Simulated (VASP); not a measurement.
Here is a VASP 6.6.1 calculation.

INCAR

```
  PREC = Accurate
  ENCUT = 600
  EDIFF = 1E-6
  ISMEAR = 0
  SIGMA = 0.1
  LREAL = False
  LASPH = True
  NELM = 100
  ALGO = Normal
  ISIF = 3
  LWAVE = False
  LCHARG = False
  GGA = PE
  IBRION = 2
  NSW = 90
  EDIFFG = -0.04
```

The input KPOINTS:

```
Automatic mesh
0
Gamma
  6 6 6
```

Contents of POSCAR:

```
Na2C3
1.0
    2.0651657200      1.1923239800      6.2787436100
   -2.0651657200      1.1923239800      6.2787436100
    0.0000000000     -2.3846479700      6.2787436100
Na C
2 3
Direct
    0.9076397000      0.9076397000      0.9076397000
    0.0923603000      0.0923603000      0.0923603000
    0.0000000000      0.0000000000      0.5000000000
    0.5000000000      0.0000000000      0.0000000000
    0.0000000000      0.5000000000      0.0000000000
```

Potentials or basis: VASP PAW PBE potentials, release 64 (Na_pv, C).

Command:

```console
$ cat potpaw_PBE.64/Na_pv/POTCAR potpaw_PBE.64/C/POTCAR > POTCAR
$ mpirun -np 1 vasp_std > vasp.out
```

Estimate the band gap on the k mesh.

zero (band 13 reaches 4.40 eV, above the bottom of band 14 at 0.80 eV).

What does it give for the space group after relaxing (to 0.05 Å)?

R-3m (No. 166).

Predict the relaxed cell.

a = 8.529 Å, b = 8.529 Å, c = 8.529 Å, α = 22.18°, β = 22.18°, γ = 22.18°.

Estimate the relaxed volume.

15.51 Å³/atom.

Final structure:
```
CELL_PARAMETERS angstrom
1.64057 0.94718 8.31608
-1.64057 0.94718 8.31608
0.00000 -1.89437 8.31608
ATOMIC_POSITIONS crystal
Na 0.93398 0.93398 0.93398
Na 0.06602 0.06602 0.06602
C 0.00000 0.00000 0.50000
C 0.50000 0.00000 0.00000
C 0.00000 0.50000 0.00000
```

Caveat: the volume moved by over 15 % at a fixed basis, so the end points are rough.
